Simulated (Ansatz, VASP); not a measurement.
## Rb in VASP and in Ansatz

INCAR

```
PREC = Accurate ; ENCUT = 520
EDIFF = 1E-6 ; ISMEAR = 0
SIGMA = 0.15 ; LREAL = False
LASPH = True ; NELM = 100
ALGO = Fast ; ISIF = 2
LWAVE = False ; LCHARG = False
GGA = PE ; NBANDS = 10
```

KPOINTS

```
Automatic mesh
0
Gamma
  12 12 12
```

POSCAR

```
Rb
1.0
   -2.7919700000      2.8060000000      2.8060000000
    2.7919700000     -2.8060000000      2.8060000000
    2.7919700000      2.8060000000     -2.8060000000
Rb
1
Direct
    0.0000000000      0.0000000000      0.0000000000
```

Input for Ansatz:

```yaml
crystal:
  lattice:
    - [-2.79197, 2.806, 2.806]
    - [2.79197, -2.806, 2.806]
    - [2.79197, 2.806, -2.806]
  atoms:
    - { symbol: Rb, position: [0.0, 0.0, 0.0] }
basis:
  ecutwfc: 420
kpoints:
  mp_grid: { grid: [12, 12, 12] }
hamiltonian:
  xc: pbe
scf:
  occupations: { method: gaussian, width: 0.15 }
output:
  forces: true
  stress: true
  eigenvalues: true
```

Change from the starting cell: strain -0.0050 x Voigt [1, 0, 0, 0, 0, 0], atoms carried along.

Alike in both runs: task single point; functional PBE; k mesh 12 × 12 × 12; occupations gaussian, width 0.15 eV; no spin polarisation.

```csv
,VASP,Ansatz
version,VASP 6.6.1,Ansatz 0.2.0
potentials or method,"VASP PAW PBE potentials, release 64 (Rb_sv), cutoff 520 eV","scalar-relativistic, plane waves, PAW"
valence electrons in the cell,9,9
```

```csv
,VASP,Ansatz,Ansatz less VASP
gap on the k mesh at the Fermi level (eV),none,none,-
pressure (GPa),0.1,0.1,0.00
```

A gap of «none» marks a metal or a gap that the smearing closes. With one functional, cell and mesh, what is left measures potentials, basis and numerics.
